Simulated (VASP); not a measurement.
Here is a VASP 6.6.1 calculation.

INCAR

```
SYSTEM = Zr
PREC = Accurate ; ENCUT = 520
EDIFF = 1E-6 ; ISMEAR = -1
SIGMA = 0.08 ; LREAL = .False.
LASPH = .True. ; NELM = 100
ALGO = Normal ; ISIF = 2
LWAVE = .False. ; LCHARG = .False.
GGA = PS ; NBANDS = 19
```

The input KPOINTS:

```
regular mesh
0
Gamma
  18 18 10
  0 0 0
```

Contents of POSCAR:

```
Zr
1.0
    2.4220612857      0.0000000000      0.0000000000
   -1.2110306428      2.0975666029      0.0000000000
    0.0000000000      0.0000000000      4.3441112805
Zr
2
Direct
    0.3333333333      0.6666666667      0.2500000000
    0.6666666667      0.3333333333      0.7500000000
```

Potentials or basis: VASP PAW PBE potentials, release 64 (Zr_sv).

The run is started by

```bash
$ cat potpaw_PBE.64/Zr_sv/POTCAR > POTCAR
$ mpirun -np 1 vasp_std > vasp.out
```

Question: Predict the pressure.

Answer: 222.6 GPa.

Question: What does it give for the band gap on the k mesh?

Answer: Zero (band 12 reaches 20.91 eV, above the bottom of band 13 at 19.06 eV).

Stress tensor (GPa, compression positive):
```
223.05   0.00   0.00
  0.00 223.05   0.00
  0.00   0.00 221.73
```

Caveat: the PAW data sets were made with another functional, which shifts forces and pressure a little.
